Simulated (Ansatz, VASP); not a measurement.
## One calculation of Au, two programs

The input POSCAR:

```
Au
1.0
   -1.6324099650      1.6324099650      1.6075509300
    1.6324099650     -1.6324099650      1.6075509300
    1.6324099650      1.6324099650     -1.6075509300
Au
1
Direct
    0.0000000000      0.0000000000      0.0000000000
```

Contents of INCAR.step1:

```
SYSTEM = Au
ALGO = Normal
EDIFF = 1E-4
ENCUT = 520
GGA = PE
ISMEAR = 0
LASPH = .TRUE.
LCHARG = .FALSE.
LREAL = .FALSE.
LWAVE = .TRUE.
NBANDS = 12
NELM = 60
PREC = Accurate
SIGMA = 0.15
```

The input INCAR.step2:

```
SYSTEM = Au
ALGO = Normal
EDIFF = 1E-6
ENCUT = 520
ISIF = 2
ISMEAR = 0
ISTART = 1
LASPH = .TRUE.
LCHARG = .FALSE.
LMIXTAU = .TRUE.
LREAL = .FALSE.
LWAVE = .FALSE.
METAGGA = R2SCAN
NBANDS = 12
NELM = 60
PREC = Accurate
SIGMA = 0.15
```

KPOINTS

```
k-points
0
G
  20 20 20
  0 0 0
```

Input for Ansatz:

```yaml
crystal:
  lattice:
    - [-1.632409965, 1.632409965, 1.60755093]
    - [1.632409965, -1.632409965, 1.60755093]
    - [1.632409965, 1.632409965, -1.60755093]
  atoms:
    - { symbol: Au, position: [0.0, 0.0, 0.0] }
basis:
  ecutwfc: 500
kpoints:
  mp_grid: { grid: [20, 20, 20] }
hamiltonian:
  xc: r2scan
scf:
  occupations: { method: gaussian, width: 0.15 }
output:
  forces: true
  stress: true
  eigenvalues: true
```

Change from the starting cell: strain -0.015 along x and y, -0.030 along z, atoms carried along.

Alike in both runs: task single point; functional r2SCAN; k mesh 20 × 20 × 20; occupations gaussian, width 0.15 eV; no spin polarisation.

|  | VASP | Ansatz |
| --- | --- | --- |
| version | VASP 6.6.1 | Ansatz 0.2.0 |
| potentials or method | VASP PAW PBE potentials, release 64 (Au), cutoff 520 eV | scalar-relativistic, plane waves, PAW |
| valence electrons in the cell | 11 | 19 |

Ansatz gave:

* gap on the k mesh at the Fermi level (eV): none
* pressure (GPa): 4.2

Problem. Which values does VASP return?

Solution. gap on the k mesh at the Fermi level (eV): none; pressure (GPa): 4.6.

VASP's potentials were made for PBE, not for r2SCAN. A gap of «none» marks a metal or a gap that the smearing closes. VASP's potentials hold 11 valence electrons a cell and Ansatz's 19, so a difference there can come from the potentials and not from the codes.

Neither program's run includes spin-orbit coupling.
